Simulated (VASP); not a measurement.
Input of a VASP 6.6.1 run:

The input INCAR:

```
SYSTEM = GaP
PREC = Accurate
ENCUT = 520
EDIFF = 1E-7
ISMEAR = 0
SIGMA = 0.02
LREAL = .False.
LASPH = .True.
NELM = 60
ALGO = Normal
ISIF = 2
LWAVE = .False.
LCHARG = .True.
GGA = PE
LELF = .True.
LVHAR = .True.
NBANDS = 16
```

Contents of KPOINTS:

```
Automatic mesh
0
Gamma
  8 8 8
  0 0 0
```

File POSCAR:

```
GaP
1.0
    0.0000000000      2.6963468235      2.6963468235
    2.6963468235      0.0000000000      2.6963468235
    2.6963468235      2.6963468235      0.0000000000
Ga P
1 1
Direct
    0.0000000000      0.0000000000      0.0000000000
    0.2500000000      0.2500000000      0.2500000000
```

Potentials or basis: VASP PAW PBE potentials, release 64 (Ga_d, P).

Command:

```sh
$ cat potpaw_PBE.64/Ga_d/POTCAR potpaw_PBE.64/P/POTCAR > POTCAR
$ mpirun -np 1 vasp_std > vasp.out
```

(1) What does it give for the pressure?

(2) Predict the band gap on the k mesh.

## Answers

(1) 5.5 GPa.

(2) 1.59 eV, indirect (least direct gap 2.09 eV).
